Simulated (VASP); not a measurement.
# Be2ZnTe2Se (P-4m2) in VASP: further runs

Runs on Be2ZnTe2Se. Level: PBE. Tasks: single point.

Everything below comes from runs of VASP 6.6.1. Logs are shortened: lines on timing, memory, paths and dates and some standing lists are left out, and cuts for length are marked.

## Step 1: The cell of the first run

It takes space group P-4m2 (No. 115, tetragonal). Conventional cell: a = 3.611 Å, b = 3.611 Å, c = 9.889 Å, α = 90.00°, β = 90.00°, γ = 90.00°. Be (site symmetry 2mm) has 2 Zn at 2.71 Å and 2 Se at 2.71 Å and 4 Te at 2.88 Å within 3.6 Å. Within 3.4 Å of Zn (site symmetry -4m2) lie 4 Se at 2.55 Å and 4 Be at 2.71 Å. Within 3.8 Å of Te (site symmetry 2mm) lie 4 Be at 2.88 Å and 4 Te at 3.61 Å. Within 3.4 Å of Se (site symmetry -4m2) lie 4 Zn at 2.55 Å and 4 Be at 2.71 Å.

## Step 2: Single point, PBE

The input, INCAR:

```
ALGO = Normal
EDIFF = 1E-7
ENCUT = 520
GGA = PE
ISIF = 2
ISMEAR = 0
LASPH = T
LCHARG = F
LREAL = F
LWAVE = F
NBANDS = 26
NELM = 100
PREC = Accurate
SIGMA = 0.1
```

The input, KPOINTS:

```
k-points
0
Gamma
  6 6 2
```

The input, POSCAR:

```
Be2ZnTe2Se
1.0
    3.6108294200      0.0000000000      0.0000000000
    0.0000000000      3.6108294200      0.0000000000
    0.0000000000      0.0000000000      9.8890028000
Be Zn Te Se
2 1 2 1
Direct
    0.5000000000      0.0000000000      0.7961770300
    0.0000000000      0.5000000000      0.2038229700
    0.5000000000      0.5000000000      0.0000000000
    0.5000000000      0.0000000000      0.3395209900
    0.0000000000      0.5000000000      0.6604790100
    0.0000000000      0.0000000000      0.0000000000
```

Potentials or basis: VASP PAW PBE potentials, release 64 (Be, Zn, Te, Se).

Run with:

```sh
> cat potpaw_PBE.64/Be/POTCAR potpaw_PBE.64/Zn/POTCAR potpaw_PBE.64/Te/POTCAR potpaw_PBE.64/Se/POTCAR > POTCAR
> mpirun -np 1 vasp_std > vasp.out
```

OUTCAR:

```text
EDIFF = 1E-7
   ENCUT = 520
   GGA = PE
   ISIF = 2
   ISMEAR = 0
   LASPH = T
   LREAL = F
   NELM = 100
   PREC = Accurate

 ion  position               nearest neighbor table
   1  0.500  0.000  0.796-   3 2.71   3 2.71   5 2.88   5 2.88   5 2.88   5 2.88
   2  0.000  0.500  0.204-   3 2.71   3 2.71   4 2.88   4 2.88   4 2.88   4 2.88
   3  0.500  0.500  0.000-   6 2.55   6 2.55   6 2.55   6 2.55   2 2.71   2 2.71   1 2.71   1 2.71

   4  0.500  0.000  0.340-   2 2.88   2 2.88   2 2.88   2 2.88
   5  0.000  0.500  0.660-   1 2.88   1 2.88   1 2.88   1 2.88
   6  0.000  0.000  0.000-   3 2.55   3 2.55   3 2.55   3 2.55

  LATTYP: Found a simple tetragonal cell.
 ALAT       =     3.6108294200
 C/A-ratio  =     2.7387067207

  Lattice vectors:

 A1 = (   3.6108294200,   0.0000000000,   0.0000000000)
 A2 = (   0.0000000000,   3.6108294200,   0.0000000000)
 A3 = (   0.0000000000,   0.0000000000,   9.8890028000)

Analysis of symmetry for initial positions (statically):
=====================================================================
 Subroutine PRICEL returns:
 Original cell was already a primitive cell.

 Routine SETGRP: Setting up the symmetry group for a
 simple tetragonal supercell.

 Subroutine GETGRP returns: Found  8 space group operations
 (whereof  8 operations were pure point group operations)
 out of a pool of 16 trial point group operations.

The static configuration has the point symmetry D_2d.

Analysis of symmetry for dynamics (positions and initial velocities):
=====================================================================
 Subroutine PRICEL returns:
 Original cell was already a primitive cell.

 Routine SETGRP: Setting up the symmetry group for a
 simple tetragonal supercell.

 Subroutine GETGRP returns: Found  8 space group operations
 (whereof  8 operations were pure point group operations)
 out of a pool of 16 trial point group operations.

The dynamic configuration has the point symmetry D_2d.

 Subroutine INISYM returns: Found  8 space group operations
 (whereof  8 operations are pure point group operations),
 and found     1 'primitive' translations

----------------------------------------------------------------------------------------

                                     Primitive cell

  volume of cell :     128.9337

  direct lattice vectors                    reciprocal lattice vectors
     3.610829420  0.000000000  0.000000000     0.276944680  0.000000000  0.000000000
     0.000000000  3.610829420  0.000000000     0.000000000  0.276944680  0.000000000
     0.000000000  0.000000000  9.889002800     0.000000000  0.000000000  0.101122431

  length of vectors
     3.610829420  3.610829420  9.889002800     0.276944680  0.276944680  0.101122431

  position of ions in fractional coordinates (direct lattice)
     0.500000000  0.000000000  0.796177030
     0.000000000  0.500000000  0.203822970
     0.500000000  0.500000000  0.000000000
     0.500000000  0.000000000  0.339520990
     0.000000000  0.500000000  0.660479010
     0.000000000  0.000000000  0.000000000

  ion indices of the primitive-cell ions
   primitive index   ion index
                 1           1
                 2           2
                 3           3
                 4           4
                 5           5
                 6           6

----------------------------------------------------------------------------------------

 KPOINTS: k-points

Automatic generation of k-mesh.
 Grid dimensions read from file:
 generate k-points for:    6    6    2

 Generating k-lattice:

  Cartesian coordinates                     Fractional coordinates (reciprocal lattice)
     0.046157447  0.000000000  0.000000000     0.166666667  0.000000000  0.000000000
     0.000000000  0.046157447  0.000000000     0.000000000  0.166666667  0.000000000
     0.000000000  0.000000000  0.050561215     0.000000000  0.000000000  0.500000000

  Length of vectors
     0.046157447  0.046157447  0.050561215

  Shift w.r.t. Gamma in fractional coordinates (k-lattice)
     0.000000000  0.000000000  0.000000000

 Subroutine IBZKPT returns following result:
 ===========================================

 Found     20 irreducible k-points:

 Following reciprocal coordinates:
            Coordinates               Weight
  0.000000  0.000000  0.000000      1.000000
  0.166667  0.000000  0.000000      4.000000
  0.333333  0.000000  0.000000      4.000000
  0.500000  0.000000  0.000000      2.000000
  0.166667  0.166667  0.000000      4.000000
  0.333333  0.166667  0.000000      8.000000
[... 12 lines left out ...]
  0.500000  0.333333  0.500000      4.000000
  0.500000  0.500000  0.500000      1.000000
   k-points           NKPTS =     20   k-points in BZ     NKDIM =     20   number of bands    NBANDS=     26
   number of dos      NEDOS =    301   number of ions     NIONS =      6
   total plane-waves  NPLWV =  62720
   dimension x,y,z NGX =    28 NGY =   28 NGZ =   80
   dimension x,y,z NGXF=    56 NGYF=   56 NGZF=  160
   ions per type =               2   1   2   1
   NGX,Y,Z   is equivalent  to a cutoff of  12.89, 12.89, 13.45 a.u.
   NGXF,Y,Z  is equivalent  to a cutoff of  25.78, 25.78, 26.90 a.u.
 SYSTEM =  unknown system
   PREC   = accura    normal or accurate (medium, high low for compatibility)
   ISTART =      0    job   : 0-new  1-cont  2-samecut
   ICHARG =      2    charge: 1-file 2-atom 10-const
   ISPIN  =      1    spin polarized calculation?
   LNONCOLLINEAR =      F non collinear calculations
   LSORBIT =      F    spin-orbit coupling
   LASPH  =      T    aspherical Exc in radial PAW
   ENCUT  =  520.0 eV  38.22 Ry    6.18 a.u.   6.71  6.71 18.39*2*pi/ulx,y,z
   NELM   =    100;   NELMIN=  2; NELMDL= -5     # of ELM steps
   EDIFF  = 0.1E-06   stopping-criterion for ELM
   LREAL  =      F    real-space projection
   EDIFFG = 0.1E-05   stopping-criterion for IOM
   NSW    =      0    number of steps for IOM
   IBRION =     -1    ionic relax: 0-MD 1-quasi-New 2-CG
   NFREE  =      0    steps in history (QN), initial steepest desc. (CG)
   ISIF   =      2    stress and relaxation
   ISYM   =      2    0-nonsym 1-usesym 2-fastsym
   POTIM  = 0.5000    time-step for ionic-motion
   TEBEG  =    0.0;   TEEND  =   0.0 temperature during run
   PSTRESS=    0.0 pullay stress
   NELECT =      34.0000    total number of electrons
   NUPDOWN=      -1.0000    fix difference up-down
   EMIN   =  10.00;   EMAX   =-10.00  energy-range for DOS
   EFERMI =   0.00;   METHOD = LEGACY
   ISMEAR =     0;   SIGMA  =   0.10  broadening in eV -4-tet -1-fermi 0-gaus
   EFERMI_NEDOS =   21; number of points for ismear=-14 and -15
   IALGO  =     38    algorithm
   IMIX   =      4    mixing-type and parameters
     AMIX     =   0.40;   BMIX     =  1.00
     AMIX_MAG =   1.60;   BMIX_MAG =  1.00
  volume/ion in A,a.u.               =      21.49       145.01
  Fermi-wavevector in a.u.,A,eV,Ry     =   1.049814  1.983861 14.995107  1.102109
  Thomas-Fermi vector in A             =   2.184792
   LORBIT       =      0    0 simple, 1 ext, 2 COOP (PROOUT), +10 PAW based schemes
   GGA     = PE    functional components
   LHFCALC =     F    Hartree Fock is set to
   AEXX    =    0.0000 exact exchange contribution
   IVDW    =     0    specifies the selected vdW correction
   LEPSILON=     F    determine dielectric tensor
   LRPA    =     F    only Hartree local field effects (RPA)
 non-spin polarized calculation
 Gauss-broadening in eV      SIGMA  =   0.10
  energy-cutoff  :      520.00
  volume of cell :      128.93
 maximum number of plane-waves:      3516
 NGX is ok and might be reduce to    28
   NGX = 13   NGY = 13   NGZ = 37

 number of electron      33.9999990 magnetization

 Free energy of the ion-electron system (eV)
  ---------------------------------------------------
  ext. energy  EPLUGINS =         0.00000000
  ---------------------------------------------------
  free energy    TOTEN  =       -16.37838301 eV

  energy without entropy =      -16.37042434  energy(sigma->0) =      -16.37440367

 E-fermi :   5.1932     XC(G=0):  -9.6353

 val. band max:        5.1446719248   @ k =   0.1667   0.0000   0.0000
 cond. band min:       5.2430804811   @ k =   0.1667   0.0000   0.0000
 fundamental gap:      0.0984085563
 Fermi energy:         5.1932416840

 k-point     1 :       0.0000    0.0000    0.0000
  band No.  band energies     occupation
      1     -10.0660      2.00000
      2      -6.7514      2.00000
      3      -6.4160      2.00000
      4      -2.8964      2.00000
      5      -2.7312      2.00000
      6      -2.6459      2.00000
[... 18 lines left out ...]
     25      10.0535      0.00000
     26      10.6884      0.00000

 k-point     2 :       0.1667    0.0000    0.0000
  band No.  band energies     occupation
      1      -9.8753      2.00000
      2      -6.5341      2.00000
      3      -6.2158      2.00000
      4      -2.9191      2.00000
      5      -2.8362      2.00000
      6      -2.7155      2.00000
[... 18 lines left out ...]
     25      10.3448      0.00000
     26      10.5098      0.00000

 k-point     3 :       0.3333    0.0000    0.0000
  band No.  band energies     occupation
      1      -9.4205      2.00000
      2      -5.9898      2.00000
      3      -5.7512      2.00000
      4      -3.2560      2.00000
      5      -3.0205      2.00000
      6      -2.8439      2.00000
[... 456 lines left out ...]
 k-point    19 :       0.5000    0.3333    0.5000
  band No.  band energies     occupation
      1      -8.8102      2.00000
      2      -4.8611      2.00000
      3      -4.8418      2.00000
      4      -2.8996      2.00000
      5      -2.8378      2.00000
      6      -2.7102      2.00000
[... 18 lines left out ...]
     25      10.0210      0.00000
     26      10.3038      0.00000

 k-point    20 :       0.5000    0.5000    0.5000
  band No.  band energies     occupation
      1      -8.6894      2.00000
      2      -4.5340      2.00000
      3      -4.5340      2.00000
      4      -2.7717      2.00000
      5      -2.7717      2.00000
      6      -2.6537      2.00000
[... 18 lines left out ...]
     25       9.5165      0.00000
     26      10.2644      0.00000

------------------------ aborting loop because EDIFF is reached ----------------------------------------

  FORCE on cell =-STRESS in cart. coord.  units (eV):
  Direction    XX          YY          ZZ          XY          YZ          ZX
  --------------------------------------------------------------------------------------
  -------------------------------------------------------------------------------------
  Total       -1.7470069     -1.7470069     -2.6634418      0.0000000      0.0000000      0.0000000
  in kB      -21.7089472    -21.7089472    -33.0969029      0.0000000      0.0000000      0.0000000
  external PRESSURE =     -25.5049324 kB  Pullay stress =       0.0000000 kB

 VOLUME and BASIS-vectors are now :
 -----------------------------------------------------------------------------
  energy-cutoff  :      520.00
  volume of cell :      128.93
      direct lattice vectors                 reciprocal lattice vectors
     3.610829420  0.000000000  0.000000000     0.276944680  0.000000000  0.000000000
     0.000000000  3.610829420  0.000000000     0.000000000  0.276944680  0.000000000
     0.000000000  0.000000000  9.889002800     0.000000000  0.000000000  0.101122431

 POSITION                                       TOTAL-FORCE (eV/Angst)
 -----------------------------------------------------------------------------------
      1.80541      0.00000      7.87340         0.000000     -0.000000     -0.671409
      0.00000      1.80541      2.01561         0.000000     -0.000000      0.671409
      1.80541      1.80541      0.00000         0.000000      0.000000      0.000000
      1.80541      0.00000      3.35752         0.000000     -0.000000     -0.902124
      0.00000      1.80541      6.53148         0.000000     -0.000000      0.902124
      0.00000      0.00000      0.00000         0.000000     -0.000000      0.000000
 -----------------------------------------------------------------------------------
    total drift:                                0.000000      0.000000     -0.000000

  FREE ENERGIE OF THE ION-ELECTRON SYSTEM (eV)
  ---------------------------------------------------
  free  energy   TOTEN  =       -16.3783830055 eV

  energy  without entropy=      -16.3704243384  energy(sigma->0) =      -16.37440367
```

Wall time 53 s (1 thread of Intel Xeon Platinum 8488C (Sapphire Rapids), shared host); peak memory 0.28 GiB.

Results:

| Item | Value |
| --- | --- |
| Free energy | -16.3784 eV |
| Pressure | -2.6 GPa |
| Largest force | 0.902 eV/Å |
| Band gap on the k mesh | zero (band 17 reaches 6.26 eV, above the bottom of band 18 at 3.83 eV) |

Forces on the atoms (eV/Å):
```
Be   0.000  0.000 -0.671
Be   0.000  0.000  0.671
Zn   0.000  0.000  0.000
Te   0.000  0.000 -0.902
Te   0.000  0.000  0.902
Se   0.000  0.000  0.000
```

Stress tensor (GPa, compression positive):
```
-2.17  0.00  0.00
 0.00 -2.17  0.00
 0.00  0.00 -3.31
```

Caveat: spin-orbit coupling is left out, which moves the levels of the heavy elements.

## Step 3: Single point, PBE

This run uses another cell than the first one, of 24.06 Å³/atom, 1.120 times its volume.

The input, INCAR:

```
SYSTEM = Be2ZnTe2Se
ALGO = Normal ; EDIFF = 1E-6
ENCUT = 520 ; GGA = PE
ISIF = 2 ; ISMEAR = 0
LASPH = .True. ; LCHARG = .False.
LREAL = .False. ; LWAVE = .False.
NBANDS = 26 ; NELM = 100
PREC = Accurate ; SIGMA = 0.1
```

The input, KPOINTS:

```
k-points
0
Gamma
  6 6 2
  0 0 0
```

The input, POSCAR:

```
Be2ZnTe2Se
1.0
    3.5835566701      0.0000000000      0.0000000000
    0.0000000000      3.5835566701      0.0000000000
    0.0000000000      0.0000000000     11.2411276681
Be Zn Te Se
2 1 2 1
Direct
    0.5000000000      0.0000000000      0.5724883826
    0.0000000000      0.5000000000      0.4275116174
    0.5000000000      0.5000000000      0.0000000000
    0.5000000000      0.0000000000      0.3544572762
    0.0000000000      0.5000000000      0.6455427238
    0.0000000000      0.0000000000      0.0000000000
```

Potentials or basis: VASP PAW PBE potentials, release 64 (Be, Zn, Te, Se).

Run with:

```sh
> cat potpaw_PBE.64/Be/POTCAR potpaw_PBE.64/Zn/POTCAR potpaw_PBE.64/Te/POTCAR potpaw_PBE.64/Se/POTCAR > POTCAR
> mpirun -np 1 vasp_std > vasp.out
```

Run time: 56 s. Hardware: 1 thread of Intel Xeon Platinum 8488C (Sapphire Rapids), shared host; peak memory 0.29 GiB.

Results (log left out):

```
Free energy            : -18.3609 eV
Pressure               : 0.2 GPa
Largest force          : 0.018 eV/Å
Band gap on the k mesh : zero (band 17 reaches 4.40 eV, above the bottom of band 18 at 3.20 eV)
```

Forces in eV/Å, atoms in the order of the input:
```
Be   0.000  0.000  0.009
Be   0.000  0.000 -0.009
Zn   0.000  0.000  0.000
Te   0.000  0.000 -0.018
Te   0.000  0.000  0.018
Se   0.000  0.000  0.000
```

Stress tensor (GPa, compression positive):
```
0.13 0.00 0.00
0.00 0.13 0.00
0.00 0.00 0.28
```

Levels at points of the mesh, in eV from the Fermi level:
```
           k point  band 14  band 15  band 16  band 17  band 18  band 19  band 20  band 21
(0.00, 0.00, 0.00)    -1.38    -1.38    -0.66    -0.66     0.35     1.00     2.15     3.69
(0.50, 0.00, 0.00)    -1.23     0.15     0.15     0.45     1.84     3.26     3.26     3.35
(0.50, 0.50, 0.00)    -4.24    -2.96    -2.96    -1.38    -0.70    -0.43    -0.43     2.54
(0.00, 0.00, 0.50)    -1.39    -1.39    -0.65    -0.65     0.45     1.01     2.14     3.71
(0.50, 0.00, 0.50)    -1.09     0.15     0.15     0.45     2.56     2.90     3.00     3.25
(0.50, 0.50, 0.50)    -4.23    -2.95    -2.95    -1.36    -0.74    -0.45    -0.45     2.35
```

Caveat: spin-orbit coupling is left out, which moves the levels of the heavy elements.
